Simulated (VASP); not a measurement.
SiNi, 8 atoms in the cell. Symmetry: P2_13, No. 198, cubic system. Conventional cell: a = 4.541 Å, b = 4.541 Å, c = 4.541 Å, α = 90.00°, β = 90.00°, γ = 90.00°. Within 3.1 Å of Ni (site symmetry 3) lie 7 Si at 2.37 to 2.46 Å and 6 Ni at 2.80 Å. Within 3.1 Å of Si (site symmetry 3) lie 7 Ni at 2.37 to 2.46 Å and 6 Si at 2.80 Å. 

- Program: VASP 6.6.1
- Task: single point
- Functional: revPBE
- Potentials or basis: VASP PAW PBE potentials, release 64 (Ni, Si)
- Cutoff: 520 eV
- k mesh: 6 × 6 × 6
- Occupations: fermi-dirac, width 0.05 eV
- Spin: collinear spin, ferromagnetic start
- Starting moments: [1.0, 1.0, 1.0, 1.0, 0.0, 0.0, 0.0, 0.0] μB
- Dipole correction: no
- Further INCAR settings: ALGO = Normal; EDIFF = 1e-07; NBANDS = 42

Potentials or basis: VASP PAW PBE potentials, release 64 (Ni, Si).

Launch:

```sh
$ cat potpaw_PBE.64/Ni/POTCAR potpaw_PBE.64/Si/POTCAR > POTCAR
$ mpirun -np 1 vasp_std > vasp.out
```

Hardware: 1 thread of Intel(R) Xeon(R) Platinum 8375C CPU @ 2.90GHz (Ice Lake), with other jobs on the host.

**Question.** Estimate the wall time of this run.

**Answer.** Run time: 4.1 min on 1 thread of Intel(R) Xeon(R) Platinum 8375C CPU @ 2.90GHz (Ice Lake) (shared host), peak memory 0.31 GiB. Counts: scf iterations 19, k points 24.
